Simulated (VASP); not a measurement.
# GaN (P6_3mc) in VASP: further runs

GaN is run at these levels: PBE; tasks: single point.

Everything below comes from runs of VASP 6.6.1. Logs are shortened: lines on timing, memory, paths and dates and some standing lists are left out, and cuts for length are marked.

## Step 1: The cell of the first run

It takes space group P6_3mc (No. 186, hexagonal). The conventional cell has a = 3.339 Å, b = 3.339 Å, c = 5.166 Å, α = 90.00°, β = 90.00°, γ = 120.00°. Within 2.6 Å of Ga (site symmetry 3m) lie 4 N at 1.94 to 2.03 Å. N (site symmetry 3m) has 4 Ga at 1.94 to 2.03 Å within 2.6 Å.

## Step 2: Single point, PBE (strain +0.050 along x and y, +0.000 along z)

File INCAR:

```
ALGO = Normal
EDIFF = 1E-6
ENCUT = 520
GGA = PE
ISIF = 2
ISMEAR = 0
LASPH = T
LCHARG = T
LELF = T
LREAL = F
LVHAR = T
LWAVE = F
NBANDS = 26
NELM = 60
PREC = Accurate
SIGMA = 0.05
```

File KPOINTS:

```
k-points
0
Gamma
  12 12 6
```

File POSCAR:

```
GaN
1.0
    3.3389996435      0.0000000000      0.0000000000
   -1.6694998218      2.8916585145      0.0000000000
    0.0000000000      0.0000000000      5.1660000000
Ga N
2 2
Direct
    0.3333333333      0.6666666667      0.0000000000
    0.6666666667      0.3333333333      0.5000000000
    0.3333333333      0.6666666667      0.3750000000
    0.6666666667      0.3333333333      0.8750000000
```

Potentials or basis: VASP PAW PBE potentials, release 64 (Ga_d, N).

The run is started by

```
cat potpaw_PBE.64/Ga_d/POTCAR potpaw_PBE.64/N/POTCAR > POTCAR
mpirun -np 1 vasp_std > vasp.out
```

OUTCAR:

```text
EDIFF = 1E-6
   ENCUT = 520
   GGA = PE
   ISIF = 2
   ISMEAR = 0
   LASPH = T
   LREAL = F
   NELM = 60
   PREC = Accurate

 ion  position               nearest neighbor table
   1  0.333  0.667  0.000-   3 1.94   4 2.03   4 2.03   4 2.03
   2  0.667  0.333  0.500-   4 1.94   3 2.03   3 2.03   3 2.03
   3  0.333  0.667  0.375-   1 1.94   2 2.03   2 2.03   2 2.03
   4  0.667  0.333  0.875-   2 1.94   1 2.03   1 2.03   1 2.03

  LATTYP: Found a hexagonal cell.
 ALAT       =     3.3389996435
 C/A-ratio  =     1.5471699765

  Lattice vectors:

 A1 = (   3.3389996435,   0.0000000000,   0.0000000000)
 A2 = (  -1.6694998218,   2.8916585145,   0.0000000000)
 A3 = (   0.0000000000,   0.0000000000,   5.1660000000)

Analysis of symmetry for initial positions (statically):
=====================================================================
 Subroutine PRICEL returns:
 Original cell was already a primitive cell.

 Routine SETGRP: Setting up the symmetry group for a
 hexagonal supercell.

 Subroutine GETGRP returns: Found 12 space group operations
 (whereof  6 operations were pure point group operations)
 out of a pool of 24 trial point group operations.

The static configuration has the point symmetry C_3v.
 The point group associated with its full space group is C_6v.

Analysis of symmetry for dynamics (positions and initial velocities):
=====================================================================
 Subroutine PRICEL returns:
 Original cell was already a primitive cell.

 Routine SETGRP: Setting up the symmetry group for a
 hexagonal supercell.

 Subroutine GETGRP returns: Found 12 space group operations
 (whereof  6 operations were pure point group operations)
 out of a pool of 24 trial point group operations.

The dynamic configuration has the point symmetry C_3v.
 The point group associated with its full space group is C_6v.

 Subroutine INISYM returns: Found 12 space group operations
 (whereof  6 operations are pure point group operations),
 and found     1 'primitive' translations

----------------------------------------------------------------------------------------

                                     Primitive cell

  volume of cell :      49.8790

  direct lattice vectors                    reciprocal lattice vectors
     3.338999643  0.000000000  0.000000000     0.299490898  0.172911150  0.000000000
    -1.669499822  2.891658514  0.000000000     0.000000000  0.345822301  0.000000000
     0.000000000  0.000000000  5.166000000     0.000000000  0.000000000  0.193573364

  length of vectors
     3.338999643  3.338999644  5.166000000     0.345822301  0.345822301  0.193573364

  position of ions in fractional coordinates (direct lattice)
     0.333333333  0.666666667  0.000000000
     0.666666667  0.333333333  0.500000000
     0.333333333  0.666666667  0.375000000
     0.666666667  0.333333333  0.875000000

  ion indices of the primitive-cell ions
   primitive index   ion index
                 1           1
                 2           2
                 3           3
                 4           4

----------------------------------------------------------------------------------------

 KPOINTS: k-points

Automatic generation of k-mesh.
 Grid dimensions read from file:
 generate k-points for:   12   12    6

 Generating k-lattice:

  Cartesian coordinates                     Fractional coordinates (reciprocal lattice)
     0.024957575  0.014409263  0.000000000     0.083333333  0.000000000  0.000000000
     0.000000000  0.028818525  0.000000000     0.000000000  0.083333333  0.000000000
     0.000000000  0.000000000  0.032262227     0.000000000  0.000000000  0.166666667

  Length of vectors
     0.028818525  0.028818525  0.032262227

  Shift w.r.t. Gamma in fractional coordinates (k-lattice)
     0.000000000  0.000000000  0.000000000

 Subroutine IBZKPT returns following result:
 ===========================================

 Found     76 irreducible k-points:

 Following reciprocal coordinates:
            Coordinates               Weight
  0.000000  0.000000  0.000000      1.000000
  0.083333  0.000000  0.000000      6.000000
  0.166667  0.000000  0.000000      6.000000
  0.250000  0.000000  0.000000      6.000000
  0.333333 -0.000000  0.000000      6.000000
  0.416667  0.000000  0.000000      6.000000
[... 16 lines left out ...]
  0.250000  0.000000  0.166667     12.000000
  0.333333 -0.000000  0.166667     12.000000
 [... further k-points ...]
   k-points           NKPTS =     76   k-points in BZ     NKDIM =     76   number of bands    NBANDS=     26
   number of dos      NEDOS =    301   number of ions     NIONS =      4
   total plane-waves  NPLWV =  31360
   dimension x,y,z NGX =    28 NGY =   28 NGZ =   40
   dimension x,y,z NGXF=    56 NGYF=   56 NGZF=   80
   ions per type =               2   2
   NGX,Y,Z   is equivalent  to a cutoff of  13.94, 13.94, 12.87 a.u.
   NGXF,Y,Z  is equivalent  to a cutoff of  27.88, 27.88, 25.74 a.u.
 SYSTEM =  unknown system
   PREC   = accura    normal or accurate (medium, high low for compatibility)
   ISTART =      0    job   : 0-new  1-cont  2-samecut
   ICHARG =      2    charge: 1-file 2-atom 10-const
   ISPIN  =      1    spin polarized calculation?
   LNONCOLLINEAR =      F non collinear calculations
   LSORBIT =      F    spin-orbit coupling
   LASPH  =      T    aspherical Exc in radial PAW
   ENCUT  =  520.0 eV  38.22 Ry    6.18 a.u.   6.21  6.21  9.61*2*pi/ulx,y,z
   NELM   =     60;   NELMIN=  2; NELMDL= -5     # of ELM steps
   EDIFF  = 0.1E-05   stopping-criterion for ELM
   LREAL  =      F    real-space projection
   EDIFFG = 0.1E-04   stopping-criterion for IOM
   NSW    =      0    number of steps for IOM
   IBRION =     -1    ionic relax: 0-MD 1-quasi-New 2-CG
   NFREE  =      0    steps in history (QN), initial steepest desc. (CG)
   ISIF   =      2    stress and relaxation
   ISYM   =      2    0-nonsym 1-usesym 2-fastsym
   POTIM  = 0.5000    time-step for ionic-motion
   TEBEG  =    0.0;   TEEND  =   0.0 temperature during run
   PSTRESS=    0.0 pullay stress
   NELECT =      36.0000    total number of electrons
   NUPDOWN=      -1.0000    fix difference up-down
   EMIN   =  10.00;   EMAX   =-10.00  energy-range for DOS
   EFERMI =   0.00;   METHOD = LEGACY
   ISMEAR =     0;   SIGMA  =   0.05  broadening in eV -4-tet -1-fermi 0-gaus
   EFERMI_NEDOS =   21; number of points for ismear=-14 and -15
   IALGO  =     38    algorithm
   IMIX   =      4    mixing-type and parameters
     AMIX     =   0.40;   BMIX     =  1.00
     AMIX_MAG =   1.60;   BMIX_MAG =  1.00
  volume/ion in A,a.u.               =      12.47        84.15
  Fermi-wavevector in a.u.,A,eV,Ry     =   1.468486  2.775036 29.340289  2.156450
  Thomas-Fermi vector in A             =   2.583978
   LORBIT       =      0    0 simple, 1 ext, 2 COOP (PROOUT), +10 PAW based schemes
   GGA     = PE    functional components
   LHFCALC =     F    Hartree Fock is set to
   AEXX    =    0.0000 exact exchange contribution
   IVDW    =     0    specifies the selected vdW correction
   LEPSILON=     F    determine dielectric tensor
   LRPA    =     F    only Hartree local field effects (RPA)
 non-spin polarized calculation
 Gauss-broadening in eV      SIGMA  =   0.05
  energy-cutoff  :      520.00
  volume of cell :       49.88
 maximum number of plane-waves:      1363
 NGX is ok and might be reduce to    28
   NGX = 13   NGY = 13   NGZ = 19

 number of electron      36.0000003 magnetization

 Free energy of the ion-electron system (eV)
  ---------------------------------------------------
  ext. energy  EPLUGINS =         0.00000000
  ---------------------------------------------------
  free energy    TOTEN  =       -24.15795411 eV

  energy without entropy =      -24.15795411  energy(sigma->0) =      -24.15795411

 E-fermi :   4.6196     XC(G=0): -11.2024

 val. band max:        4.4249197229   @ k =   0.0000   0.0000   0.0000
 cond. band min:       5.7597796979   @ k =   0.0000   0.0000   0.0000
 fundamental gap:      1.3348599750
 Fermi energy:         4.6195585846

 k-point     1 :       0.0000    0.0000    0.0000
  band No.  band energies     occupation
      1     -10.8817      2.00000
      2     -10.2349      2.00000
      3      -8.9877      2.00000
      4      -8.9751      2.00000
      5      -8.9751      2.00000
      6      -8.9210      2.00000
[... 18 lines left out ...]
     25      15.2548      0.00000
     26      15.5193      0.00000

 k-point     2 :       0.0833    0.0000    0.0000
  band No.  band energies     occupation
      1     -10.8302      2.00000
      2     -10.2264      2.00000
      3      -8.9813      2.00000
      4      -8.9688      2.00000
      5      -8.9505      2.00000
      6      -8.9152      2.00000
[... 18 lines left out ...]
     25      15.3923      0.00000
     26      15.5868      0.00000

 k-point     3 :       0.1667    0.0000    0.0000
  band No.  band energies     occupation
      1     -10.6937      2.00000
      2     -10.2060      2.00000
      3      -8.9645      2.00000
      4      -8.9540      2.00000
      5      -8.9114      2.00000
      6      -8.8860      2.00000
[... 18 lines left out ...]
     25      15.6392      0.00000
     26      15.7269      0.00000

 k-point     4 :       0.2500    0.0000    0.0000
  band No.  band energies     occupation
      1     -10.5239      2.00000
      2     -10.1843      2.00000
      3      -8.9468      2.00000
      4      -8.9405      2.00000
      5      -8.8903      2.00000
      6      -8.8514      2.00000
[... 18 lines left out ...]
     25      15.4270      0.00000
     26      16.1600      0.00000
[... 496 lines left out ...]
      1     -10.6308      2.00000
      2     -10.2098      2.00000
      3      -8.9646      2.00000
      4      -8.9518      2.00000
      5      -8.9156      2.00000
      6      -8.8926      2.00000
[... 18 lines left out ...]
     25      14.9889      0.00000
     26      15.5105      0.00000

 k-point    23 :       0.2500    0.0000    0.1667
  band No.  band energies     occupation
      1     -10.4748      2.00000
      2     -10.1839      2.00000
      3      -8.9501      2.00000
      4      -8.9353      2.00000
      5      -8.8993      2.00000
      6      -8.8578      2.00000
[... 18 lines left out ...]
     25      15.0731      0.00000
     26      15.9912      0.00000

 k-point    24 :       0.3333   -0.0000    0.1667
  band No.  band energies     occupation
      1     -10.3470      2.00000
      2     -10.1654      2.00000
      3      -8.9420      2.00000
      4      -8.9264      2.00000
      5      -8.8838      2.00000
      6      -8.8285      2.00000
[... 18 lines left out ...]
     25      15.2826      0.00000
     26      16.5269      0.00000

 [... further k-points ...]
[... 5 lines left out ...]
  --------------------------------------------------------------------------------------
  -------------------------------------------------------------------------------------
  Total       -4.1635704     -4.1635704      0.9305397      0.0000000      0.0000000      0.0000000
  in kB     -133.7391980   -133.7391980     29.8901248      0.0000000      0.0000000      0.0000000
  external PRESSURE =     -79.1960904 kB  Pullay stress =       0.0000000 kB

 VOLUME and BASIS-vectors are now :
 -----------------------------------------------------------------------------
  energy-cutoff  :      520.00
  volume of cell :       49.88
      direct lattice vectors                 reciprocal lattice vectors
     3.338999643  0.000000000  0.000000000     0.299490898  0.172911150  0.000000000
    -1.669499822  2.891658514  0.000000000     0.000000000  0.345822301  0.000000000
     0.000000000  0.000000000  5.166000000     0.000000000  0.000000000  0.193573364

 POSITION                                       TOTAL-FORCE (eV/Angst)
 -----------------------------------------------------------------------------------
     -0.00000      1.92777      0.00000         0.000000      0.000000     -0.504740
      1.66950      0.96389      2.58300        -0.000000      0.000000     -0.504740
     -0.00000      1.92777      1.93725        -0.000000      0.000000      0.504740
      1.66950      0.96389      4.52025         0.000000     -0.000000      0.504740
 -----------------------------------------------------------------------------------
    total drift:                               -0.000000     -0.000000     -0.000440

  FREE ENERGIE OF THE ION-ELECTRON SYSTEM (eV)
  ---------------------------------------------------
  free  energy   TOTEN  =       -24.1579541103 eV

  energy  without entropy=      -24.1579541103  energy(sigma->0) =      -24.15795411
```

Wall time 73 s (1 thread of AMD EPYC 9R45 (Zen 5), shared host); peak memory 0.2 GiB.

What came out:

```
Free energy            : -24.1580 eV
Pressure               : -7.9 GPa
Largest force          : 0.505 eV/Å
Band gap on the k mesh : 1.33 eV, direct
```

Forces on the atoms (eV/Å):
```
Ga   0.000  0.000 -0.505
Ga   0.000  0.000 -0.505
N    0.000  0.000  0.505
N    0.000  0.000  0.505
```

Stress tensor (GPa, compression positive):
```
-13.37   0.00   0.00
  0.00 -13.37   0.00
  0.00   0.00   2.99
```

Caveat: the cell differs from its parent crystal (strain +0.050 along x and y, +0.000 along z).

## Step 3: Single point, PBE (strain +0.025 along x and y, +0.050 along z)

File INCAR:

```
PREC = Accurate
ENCUT = 520
EDIFF = 1E-7
ISMEAR = 0
SIGMA = 0.05
LREAL = F
LASPH = T
NELM = 100
ALGO = Normal
ISIF = 2
LWAVE = F
LCHARG = F
GGA = PE
NBANDS = 26
```

File KPOINTS:

```
Automatic mesh
0
Gamma
  12 12 6
```

File POSCAR:

```
GaN
1.0
    3.2594996520      0.0000000000      0.0000000000
   -1.6297498260      2.8228095022      0.0000000000
    0.0000000000      0.0000000000      5.4243000000
Ga N
2 2
Direct
    0.3333333333      0.6666666667      0.0000000000
    0.6666666667      0.3333333333      0.5000000000
    0.3333333333      0.6666666667      0.3750000000
    0.6666666667      0.3333333333      0.8750000000
```

Potentials or basis: VASP PAW PBE potentials, release 64 (Ga_d, N).

The run is started by

```
cat potpaw_PBE.64/Ga_d/POTCAR potpaw_PBE.64/N/POTCAR > POTCAR
mpirun -np 1 vasp_std > vasp.out
```

Wall time 56 s (1 thread of AMD EPYC 9R45 (Zen 5), shared host); peak memory 0.18 GiB.

Results (log left out):

```
Free energy            : -24.2352 eV
Pressure               : -8.7 GPa
Largest force          : 0.012 eV/Å
Band gap on the k mesh : 1.25 eV, direct
```

Forces in eV/Å, atoms in the order of the input:
```
Ga   0.000  0.000  0.012
Ga   0.000  0.000  0.012
N    0.000  0.000 -0.012
N    0.000  0.000 -0.012
```

Stress tensor (GPa, compression positive):
```
 -6.84   0.00   0.00
  0.00  -6.84   0.00
  0.00   0.00 -12.35
```

Levels at points of the mesh, in eV from the valence-band top:
```
           k point  band 14  band 15  band 16  band 17  band 18  band 19  band 20  band 21  band 22  band 23
(0.00, 0.00, 0.00)    -0.87    -0.87    -0.12     0.00     0.00     1.25     3.86     8.49     9.53     9.53
(0.50, 0.00, 0.00)    -5.08    -3.84    -2.39    -1.99    -0.93     4.91     4.94     5.67     7.74     9.66
(0.00, 0.00, 0.50)    -3.82    -0.45    -0.45    -0.45    -0.45     3.71     3.71     7.88     7.88    10.04
(0.50, 0.00, 0.50)    -6.16    -1.82    -1.82    -1.72    -1.72     4.02     4.02     7.15     7.15     9.43
```

Caveat: the cell differs from its parent crystal (strain +0.025 along x and y, +0.050 along z).

## Step 4: Single point, PBE (strain +0.050 along x and y, +0.025 along z)

Edit INCAR of step 3 so:

```diff
@@ -7,3 +7,3 @@
 LASPH = T
-NELM = 100
+NELM = 80
 ALGO = Normal
```

KPOINTS is that of step 3.

File POSCAR:

```
GaN
1.0
    3.3389996435      0.0000000000      0.0000000000
   -1.6694998218      2.8916585145      0.0000000000
    0.0000000000      0.0000000000      5.2951500000
Ga N
2 2
Direct
    0.3333333333      0.6666666667      0.0000000000
    0.6666666667      0.3333333333      0.5000000000
    0.3333333333      0.6666666667      0.3750000000
    0.6666666667      0.3333333333      0.8750000000
```

The run is started by

```
cat potpaw_PBE.64/Ga_d/POTCAR potpaw_PBE.64/N/POTCAR > POTCAR
mpirun -np 1 vasp_std > vasp.out
```

Run time: 87 s. Hardware: 1 thread of AMD EPYC 9R45 (Zen 5), shared host; peak memory 0.2 GiB.

Results (log left out):

```yaml
Free_energy: -24.1443 eV
Pressure: -11.5 GPa
Largest_force: 0.242 eV/Å
Band_gap_on_the_k_mesh: 1.19 eV, direct
```

Forces in eV/Å, atoms in the order of the input:
```
Ga   0.000  0.000 -0.242
Ga   0.000  0.000 -0.242
N    0.000  0.000  0.242
N    0.000  0.000  0.242
```

Stress tensor (GPa, compression positive):
```
-14.17   0.00   0.00
  0.00 -14.17   0.00
  0.00   0.00  -6.25
```

Levels at points of the mesh, in eV from the valence-band top:
| k point | band 14 | band 15 | band 16 | band 17 | band 18 | band 19 | band 20 | band 21 | band 22 | band 23 |
| --- | --- | --- | --- | --- | --- | --- | --- | --- | --- | --- |
| (0.00, 0.00, 0.00) | -1.00 | -1.00 | 0.00 | 0.00 | 0.00 | 1.19 | 3.34 | 8.74 | 9.06 | 9.06 |
| (0.50, 0.00, 0.00) | -4.79 | -3.76 | -2.45 | -1.93 | -0.80 | 4.57 | 4.85 | 5.96 | 7.77 | 9.69 |
| (0.00, 0.00, 0.50) | -3.58 | -0.51 | -0.51 | -0.51 | -0.51 | 3.48 | 3.48 | 8.04 | 8.04 | 9.57 |
| (0.50, 0.00, 0.50) | -6.02 | -1.69 | -1.69 | -1.60 | -1.60 | 4.07 | 4.07 | 7.14 | 7.14 | 9.36 |

Caveat: the cell differs from its parent crystal (strain +0.050 along x and y, +0.025 along z).

## Step 5: Overview

| cell | gap on the mesh (eV) | pressure (GPa) | largest force (eV/Å) |
| --- | --- | --- | --- |
| a = 3.339, b = 3.339, c = 5.166 Å, angles 90.0, 90.0, 120.0°, 4 atoms | 1.33 | -7.9 | 0.50 |
| a = 3.259, b = 3.259, c = 5.424 Å, angles 90.0, 90.0, 120.0°, 4 atoms | 1.25 | -8.7 | 0.01 |
| a = 3.339, b = 3.339, c = 5.295 Å, angles 90.0, 90.0, 120.0°, 4 atoms | 1.19 | -11.5 | 0.24 |

Alike in all rows: task single point; level PBE; potentials or basis VASP PAW PBE potentials, release 64 (Ga_d, N); no spin polarisation; k mesh 12 × 12 × 6; cutoff (eV) 520; smearing gaussian 0.05 eV.

Absolute energies hang on the potentials; compare differences alone.
